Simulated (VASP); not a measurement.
# Na (P6_3/mmc) in VASP: a series of runs

The runs below take Na through single point, relaxation of cell and atoms, with PBE.

Program: VASP 6.6.1. These are calculated values, not measurements. Logs are shortened: lines on timing, memory, paths and dates and some standing lists are left out, and cuts for length are marked.

## 1. The cell of the first run

The structure is hexagonal, space group P6_3/mmc (No. 194). The conventional cell has a = 3.744 Å, b = 3.744 Å, c = 6.102 Å, α = 90.00°, β = 90.00°, γ = 120.00°. Na (site symmetry -6m2) has 12 Na at 3.74 Å within 4.9 Å.

## 2. Single point, PBE

Input file INCAR:

```
PREC     = Accurate       # precision mode
ENCUT    = 520            # plane-wave cutoff, eV
EDIFF    = 1E-6           # SCF threshold, eV
ISMEAR   = 0              # smearing method
SIGMA    = 0.1            # smearing width, eV
LREAL    = False          # projectors in reciprocal space
LASPH    = True           # aspherical terms in the spheres
NELM     = 100            # most SCF steps
ALGO     = Normal         # electronic algorithm
ISIF     = 2              # what is computed and relaxed
LWAVE    = False          # write WAVECAR
LCHARG   = True           # write CHGCAR
GGA      = PE             # functional
LELF     = True           # ELF
LVHAR    = True         
NBANDS   = 14             # bands
```

Input file KPOINTS:

```
Automatic mesh
0
Gamma
  15 15 8
```

Input file POSCAR:

```
Na
1.0
    3.7442791895      0.0000000000      0.0000000000
   -1.8721395947      3.2426408970      0.0000000000
    0.0000000000      0.0000000000      6.1016454356
Na
2
Direct
    0.3333333333      0.6666666667      0.2500000000
    0.6666666667      0.3333333333      0.7500000000
```

Potentials or basis: VASP PAW PBE potentials, release 64 (Na_pv).

On the command line:

```sh
$ cat potpaw_PBE.64/Na_pv/POTCAR > POTCAR
$ mpirun -np 1 vasp_std > vasp.out
```

OUTCAR:

```text
PREC = Accurate
   ENCUT = 520
   EDIFF = 1E-6
   ISMEAR = 0
   LREAL = False
   LASPH = True
   NELM = 100
   ISIF = 2
   GGA = PE

 ion  position               nearest neighbor table
   1  0.333  0.667  0.250-
   2  0.667  0.333  0.750-

  LATTYP: Found a hexagonal cell.
 ALAT       =     3.7442791895
 C/A-ratio  =     1.6295914719

  Lattice vectors:

 A1 = (   3.7442791895,   0.0000000000,   0.0000000000)
 A2 = (  -1.8721395947,   3.2426408970,   0.0000000000)
 A3 = (   0.0000000000,   0.0000000000,   6.1016454356)

Analysis of symmetry for initial positions (statically):
=====================================================================
 Subroutine PRICEL returns:
 Original cell was already a primitive cell.

 Routine SETGRP: Setting up the symmetry group for a
 hexagonal supercell.

 Subroutine GETGRP returns: Found 24 space group operations
 (whereof 12 operations were pure point group operations)
 out of a pool of 24 trial point group operations.

The static configuration has the point symmetry D_3d.
 The point group associated with its full space group is D_6h.

Analysis of symmetry for dynamics (positions and initial velocities):
=====================================================================
 Subroutine PRICEL returns:
 Original cell was already a primitive cell.

 Routine SETGRP: Setting up the symmetry group for a
 hexagonal supercell.

 Subroutine GETGRP returns: Found 24 space group operations
 (whereof 12 operations were pure point group operations)
 out of a pool of 24 trial point group operations.

The dynamic configuration has the point symmetry D_3d.
 The point group associated with its full space group is D_6h.

 Subroutine INISYM returns: Found 24 space group operations
 (whereof 12 operations are pure point group operations),
 and found     1 'primitive' translations

----------------------------------------------------------------------------------------

                                     Primitive cell

  volume of cell :      74.0822

  direct lattice vectors                    reciprocal lattice vectors
     3.744279189  0.000000000  0.000000000     0.267074101  0.154195304  0.000000000
    -1.872139595  3.242640897  0.000000000     0.000000000  0.308390609  0.000000000
     0.000000000  0.000000000  6.101645436     0.000000000  0.000000000  0.163890218

  length of vectors
     3.744279189  3.744279190  6.101645436     0.308390609  0.308390609  0.163890218

  position of ions in fractional coordinates (direct lattice)
     0.333333333  0.666666667  0.250000000
     0.666666667  0.333333333  0.750000000

  ion indices of the primitive-cell ions
   primitive index   ion index
                 1           1
                 2           2

----------------------------------------------------------------------------------------

 KPOINTS: Automatic mesh

Automatic generation of k-mesh.
 Grid dimensions read from file:
 generate k-points for:   15   15    8

 Generating k-lattice:

  Cartesian coordinates                     Fractional coordinates (reciprocal lattice)
     0.017804940  0.010279687  0.000000000     0.066666667  0.000000000  0.000000000
     0.000000000  0.020559374  0.000000000     0.000000000  0.066666667  0.000000000
     0.000000000  0.000000000  0.020486277     0.000000000  0.000000000  0.125000000

  Length of vectors
     0.020559374  0.020559374  0.020486277

  Shift w.r.t. Gamma in fractional coordinates (k-lattice)
     0.000000000  0.000000000  0.000000000

 Subroutine IBZKPT returns following result:
 ===========================================

 Found    135 irreducible k-points:

 Following reciprocal coordinates:
            Coordinates               Weight
  0.000000  0.000000  0.000000      1.000000
  0.066667  0.000000  0.000000      6.000000
  0.133333  0.000000  0.000000      6.000000
  0.200000  0.000000  0.000000      6.000000
  0.266667  0.000000  0.000000      6.000000
  0.333333  0.000000  0.000000      6.000000
[... 16 lines left out ...]
  0.333333  0.200000  0.000000     12.000000
  0.400000  0.200000  0.000000      6.000000
 [... further k-points ...]
   k-points           NKPTS =    135   k-points in BZ     NKDIM =    135   number of bands    NBANDS=     14
   number of dos      NEDOS =    301   number of ions     NIONS =      2
   total plane-waves  NPLWV =  37632
   dimension x,y,z NGX =    28 NGY =   28 NGZ =   48
   dimension x,y,z NGXF=    56 NGYF=   56 NGZF=   96
   ions per type =               2
   NGX,Y,Z   is equivalent  to a cutoff of  12.43, 12.43, 13.08 a.u.
   NGXF,Y,Z  is equivalent  to a cutoff of  24.86, 24.86, 26.16 a.u.
 SYSTEM =  unknown system
   PREC   = accura    normal or accurate (medium, high low for compatibility)
   ISTART =      0    job   : 0-new  1-cont  2-samecut
   ICHARG =      2    charge: 1-file 2-atom 10-const
   ISPIN  =      1    spin polarized calculation?
   LNONCOLLINEAR =      F non collinear calculations
   LSORBIT =      F    spin-orbit coupling
   LASPH  =      T    aspherical Exc in radial PAW
   ENCUT  =  520.0 eV  38.22 Ry    6.18 a.u.   6.96  6.96 11.35*2*pi/ulx,y,z
   NELM   =    100;   NELMIN=  2; NELMDL= -5     # of ELM steps
   EDIFF  = 0.1E-05   stopping-criterion for ELM
   LREAL  =      F    real-space projection
   EDIFFG = 0.1E-04   stopping-criterion for IOM
   NSW    =      0    number of steps for IOM
   IBRION =     -1    ionic relax: 0-MD 1-quasi-New 2-CG
   NFREE  =      0    steps in history (QN), initial steepest desc. (CG)
   ISIF   =      2    stress and relaxation
   ISYM   =      2    0-nonsym 1-usesym 2-fastsym
   POTIM  = 0.5000    time-step for ionic-motion
   TEBEG  =    0.0;   TEEND  =   0.0 temperature during run
   PSTRESS=    0.0 pullay stress
   NELECT =      14.0000    total number of electrons
   NUPDOWN=      -1.0000    fix difference up-down
   EMIN   =  10.00;   EMAX   =-10.00  energy-range for DOS
   EFERMI =   0.00;   METHOD = LEGACY
   ISMEAR =     0;   SIGMA  =   0.10  broadening in eV -4-tet -1-fermi 0-gaus
   EFERMI_NEDOS =   21; number of points for ismear=-14 and -15
   IALGO  =     38    algorithm
   IMIX   =      4    mixing-type and parameters
     AMIX     =   0.40;   BMIX     =  1.00
     AMIX_MAG =   1.60;   BMIX_MAG =  1.00
  volume/ion in A,a.u.               =      37.04       249.97
  Fermi-wavevector in a.u.,A,eV,Ry     =   0.939463  1.775327 12.008366  0.882590
  Thomas-Fermi vector in A             =   2.066777
   LORBIT       =      0    0 simple, 1 ext, 2 COOP (PROOUT), +10 PAW based schemes
   GGA     = PE    functional components
   LHFCALC =     F    Hartree Fock is set to
   AEXX    =    0.0000 exact exchange contribution
   IVDW    =     0    specifies the selected vdW correction
   LEPSILON=     F    determine dielectric tensor
   LRPA    =     F    only Hartree local field effects (RPA)
 non-spin polarized calculation
 Gauss-broadening in eV      SIGMA  =   0.10
  energy-cutoff  :      520.00
  volume of cell :       74.08
 maximum number of plane-waves:      2013
 NGX is ok and might be reduce to    28
   NGX = 13   NGY = 13   NGZ = 23

 number of electron      14.0000001 magnetization

 Free energy of the ion-electron system (eV)
  ---------------------------------------------------
  ext. energy  EPLUGINS =         0.00000000
  ---------------------------------------------------
  free energy    TOTEN  =        -2.62369899 eV

  energy without entropy =       -2.61772333  energy(sigma->0) =       -2.62071116

 E-fermi :   0.3491     XC(G=0):  -6.5037

 val. band max:        0.3468854296   @ k =   0.2667   0.0000   0.2500
 cond. band min:       0.3520291247   @ k =   0.2000   0.2000   0.3750
 fundamental gap:      0.0051436951
 Fermi energy:         0.3491022355

 k-point     1 :       0.0000    0.0000    0.0000
  band No.  band energies     occupation
      1     -24.6003      2.00000
      2     -24.5702      2.00000
      3     -24.5702      2.00000
      4     -24.5652      2.00000
      5     -24.5652      2.00000
      6     -24.5650      2.00000
      7      -2.9499      2.00000
      8       0.8952      0.00000
      9       1.3041      0.00000
     10      10.2981      0.00000
     11      10.2981      0.00000
     12      10.6613      0.00000
     13      10.6613      0.00000
     14      10.8140      0.00000

 k-point     2 :       0.0667    0.0000    0.0000
  band No.  band energies     occupation
      1     -24.5998      2.00000
      2     -24.5713      2.00000
      3     -24.5705      2.00000
      4     -24.5664      2.00000
      5     -24.5654      2.00000
      6     -24.5652      2.00000
      7      -2.8841      2.00000
      8       0.9535      0.00000
      9       1.3683      0.00000
     10       9.0123      0.00000
     11       9.7151      0.00000
     12      10.1720      0.00000
     13      11.3192      0.00000
     14      11.5272      0.00000

 k-point     3 :       0.1333    0.0000    0.0000
  band No.  band energies     occupation
      1     -24.5983      2.00000
      2     -24.5745      2.00000
      3     -24.5715      2.00000
      4     -24.5696      2.00000
      5     -24.5659      2.00000
      6     -24.5658      2.00000
      7      -2.6873      2.00000
      8       1.1285      0.00000
      9       1.5590      0.00000
     10       7.4889      0.00000
     11       9.0810      0.00000
     12       9.3844      0.00000
     13      10.8931      0.00000
     14      11.5519      0.00000
[... 324 lines left out ...]
 k-point    23 :       0.3333    0.2000    0.0000
  band No.  band energies     occupation
      1     -24.5931      2.00000
      2     -24.5886      2.00000
      3     -24.5836      2.00000
      4     -24.5819      2.00000
      5     -24.5755      2.00000
      6     -24.5742      2.00000
      7       0.1776      1.98472
      8       1.9909      0.00000
      9       3.6009      0.00000
     10       3.7749      0.00000
     11       4.7452      0.00000
     12       5.5550      0.00000
     13       6.6649      0.00000
     14       7.3468      0.00000

 k-point    24 :       0.4000    0.2000    0.0000
  band No.  band energies     occupation
      1     -24.5939      2.00000
      2     -24.5885      2.00000
      3     -24.5830      2.00000
      4     -24.5823      2.00000
      5     -24.5760      2.00000
      6     -24.5752      2.00000
      7       0.9720      0.00000
      8       1.1046      0.00000
      9       3.6126      0.00000
     10       4.6039      0.00000
     11       4.6054      0.00000
     12       5.0595      0.00000
     13       6.1688      0.00000
     14       7.2862      0.00000

 [... further k-points ...]
[... 5 lines left out ...]
  --------------------------------------------------------------------------------------
  -------------------------------------------------------------------------------------
  Total        0.0049060      0.0049060      0.0001867      0.0000000      0.0000000      0.0000000
  in kB        0.1061021      0.1061021      0.0040388      0.0000000      0.0000000      0.0000000
  external PRESSURE =       0.0720810 kB  Pullay stress =       0.0000000 kB

 VOLUME and BASIS-vectors are now :
 -----------------------------------------------------------------------------
  energy-cutoff  :      520.00
  volume of cell :       74.08
      direct lattice vectors                 reciprocal lattice vectors
     3.744279189  0.000000000  0.000000000     0.267074101  0.154195304  0.000000000
    -1.872139595  3.242640897  0.000000000     0.000000000  0.308390609  0.000000000
     0.000000000  0.000000000  6.101645436     0.000000000  0.000000000  0.163890218

 POSITION                                       TOTAL-FORCE (eV/Angst)
 -----------------------------------------------------------------------------------
     -0.00000      2.16176      1.52541        -0.000000      0.000000      0.000000
      1.87214      1.08088      4.57623         0.000000      0.000000      0.000000
 -----------------------------------------------------------------------------------
    total drift:                                0.000000     -0.000000      0.000000

  FREE ENERGIE OF THE ION-ELECTRON SYSTEM (eV)
  ---------------------------------------------------
  free  energy   TOTEN  =        -2.6236989874 eV

  energy  without entropy=       -2.6177233257  energy(sigma->0) =       -2.62071116
```

Wall time 28 s (1 thread of Intel Xeon 6975P-C (Granite Rapids), shared host); peak memory 0.24 GiB.

What came out:

- Free energy: -2.6237 eV
- Pressure: 0.0 GPa
- Band gap on the k mesh: zero (band 7 reaches 2.40 eV, above the bottom of band 8 at -1.91 eV)

## 3. Relaxation of cell and atoms, PBE

This run uses another cell than the first one, of 37.81 Å³/atom, 1.021 times its volume.

Input file INCAR:

```
SYSTEM = Na
  PREC = Accurate
  ENCUT = 600
  EDIFF = 1E-7
  ISMEAR = 0
  SIGMA = 0.1
  LREAL = .False.
  LASPH = .True.
  NELM = 100
  ALGO = Normal
  ISIF = 3
  LWAVE = .False.
  LCHARG = .False.
  GGA = PE
  IBRION = 2
  NSW = 100
  EDIFFG = -0.005
```

Input file KPOINTS:

```
Automatic mesh
0
Gamma
  15 15 8
  0 0 0
```

Input file POSCAR:

```
Na
1.0
    3.7670000000      0.0000000000      0.0000000000
   -1.8835000000      3.2623176961      0.0000000000
    0.0000000000      0.0000000000      6.1540000000
Na
2
Direct
    0.3333333333      0.6666666667      0.2500000000
    0.6666666667      0.3333333333      0.7500000000
```

Potentials or basis: VASP PAW PBE potentials, release 64 (Na_pv).

On the command line:

```sh
$ cat potpaw_PBE.64/Na_pv/POTCAR > POTCAR
$ mpirun -np 1 vasp_std > vasp.out
```

Run time: 2.3 min. Hardware: 1 thread of Intel Xeon 6975P-C (Granite Rapids), shared host; peak memory 0.26 GiB.

Results (log left out):

- Free energy: -2.6237 eV
- Relaxed volume: 37.02 Å³/atom
- Relaxed cell: a = 3.743 Å, b = 3.743 Å, c = 6.105 Å, α = 90.00°, β = 90.00°, γ = 120.00°
- Space group after relaxing (to 0.05 Å): P6_3/mmc (No. 194)
- Energy gained by relaxing: 0.4 meV/atom
- Ionic steps: 6
- Pressure after relaxing: 0.0 GPa
- Band gap on the k mesh: zero (band 7 reaches 2.41 eV, above the bottom of band 8 at -1.92 eV)

Step by step:
| step | energy change (eV) | largest force (eV/Å) | pressure (GPa) | volume (Å³) |
| --- | --- | --- | --- | --- |
| 1 | 0.0000 | 0.0000 | -0.15 | 75.63 |
| 2 | -0.0003 | 0.0000 | -0.10 | 75.25 |
| 3 | -0.0005 | 0.0000 | -0.08 | 74.98 |
| 4 | -0.0007 | 0.0000 | -0.04 | 74.46 |
| 5 | -0.0006 | 0.0000 | 0.07 | 73.41 |
| 6 | -0.0007 | 0.0000 | 0.01 | 74.05 |

Final structure:
```cif
data_structure
_symmetry_space_group_name_H-M 'P 1'
_symmetry_Int_Tables_number 1
_cell_length_a 3.7426
_cell_length_b 3.7426
_cell_length_c 6.1045
_cell_angle_alpha 90.000
_cell_angle_beta 90.000
_cell_angle_gamma 120.000
_cell_volume 74.05
loop_
_atom_site_label
_atom_site_type_symbol
_atom_site_fract_x
_atom_site_fract_y
_atom_site_fract_z
_atom_site_occupancy
Na1 Na 0.33333 0.66667 0.25000 1
Na2 Na 0.66667 0.33333 0.75000 1
```

Levels at points of the mesh, in eV from the Fermi level:
| k point | band 3 | band 4 | band 5 | band 6 | band 7 | band 8 | band 9 | band 10 | band 11 |
| --- | --- | --- | --- | --- | --- | --- | --- | --- | --- |
| (0.00, 0.00, 0.00) | -24.92 | -24.91 | -24.91 | -24.91 | -3.30 | 0.54 | 0.95 | 9.96 | 9.96 |
| (0.00, 0.00, 0.50) | -24.92 | -24.92 | -24.92 | -24.92 | -2.27 | -2.27 | 5.52 | 5.52 | 10.55 |
